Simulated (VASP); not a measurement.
A run of VASP 6.6.1 is set up as follows.

File INCAR:

```
SYSTEM = HgTe
  PREC = Accurate
  ENCUT = 520
  EDIFF = 1E-6
  ISMEAR = -1
  SIGMA = 0.05
  LREAL = .False.
  LASPH = .True.
  NELM = 100
  ALGO = Normal
  ISIF = 2
  LWAVE = .False.
  LCHARG = .False.
  GGA = PE
  NBANDS = 16
```

The input KPOINTS:

```
Automatic mesh
0
Gamma
  14 14 14
  0 0 0
```

POSCAR

```
HgTe
1.0
    0.0000000000      2.9018920266      2.9018920266
    2.9018920266      0.0000000000      2.9018920266
    2.9018920266      2.9018920266      0.0000000000
Hg Te
1 1
Direct
    0.0000000000      0.0000000000      0.0000000000
    0.5000000000      0.5000000000      0.5000000000
```

Potentials or basis: VASP PAW PBE potentials, release 64 (Hg, Te).

Command:

```console
$ cat potpaw_PBE.64/Hg/POTCAR potpaw_PBE.64/Te/POTCAR > POTCAR
$ mpirun -np 1 vasp_std > vasp.out
```

(1) Predict the pressure.

(2) Predict the band gap on the k mesh.

Answers

(1) 12.8 GPa.

(2) zero (bands 9 and 10 overlap by 3.36 eV).

Caveat: the cell stands under pressure; spin-orbit coupling is left out, which moves the levels of the heavy elements.
